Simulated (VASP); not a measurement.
Here is a VASP 6.6.1 calculation.

Contents of INCAR:

```
SYSTEM = Pb
PREC = Accurate ; ENCUT = 600
EDIFF = 1E-6 ; ISMEAR = 0
SIGMA = 0.1 ; LREAL = .FALSE.
LASPH = .TRUE. ; NELM = 100
ALGO = Normal ; ISIF = 3
LWAVE = .FALSE. ; LCHARG = .FALSE.
GGA = PE ; IBRION = 2
NSW = 100 ; EDIFFG = -0.01
```

The input KPOINTS:

```
regular mesh
0
G
  20 20 20
  0 0 0
```

POSCAR

```
Pb
1.0
   -1.9935559630      1.9935559630      1.9935559630
    1.9935559630     -1.9935559630      1.9935559630
    1.9935559630      1.9935559630     -1.9935559630
Pb
1
Direct
    0.0000000000      0.0000000000      0.0000000000
```

Potentials or basis: VASP PAW PBE potentials, release 64 (Pb_d).

Command:

```sh
$ cat potpaw_PBE.64/Pb_d/POTCAR > POTCAR
$ mpirun -np 1 vasp_std > vasp.out
```

Predict the relaxed cell.

a = 3.462 Å, b = 3.462 Å, c = 3.462 Å, α = 109.47°, β = 109.47°, γ = 109.47°.

What does it give for the relaxed volume?

31.93 Å³/atom.

Predict the space group after relaxing (to 0.05 Å).

Im-3m (No. 229).

Final structure:
```cif
data_structure
_symmetry_space_group_name_H-M 'P 1'
_symmetry_Int_Tables_number 1
_cell_length_a 3.4617
_cell_length_b 3.4617
_cell_length_c 3.4617
_cell_angle_alpha 109.471
_cell_angle_beta 109.471
_cell_angle_gamma 109.471
_cell_volume 31.93
loop_
_atom_site_label
_atom_site_type_symbol
_atom_site_fract_x
_atom_site_fract_y
_atom_site_fract_z
_atom_site_occupancy
Pb1 Pb 0.00000 0.00000 0.00000 1
```
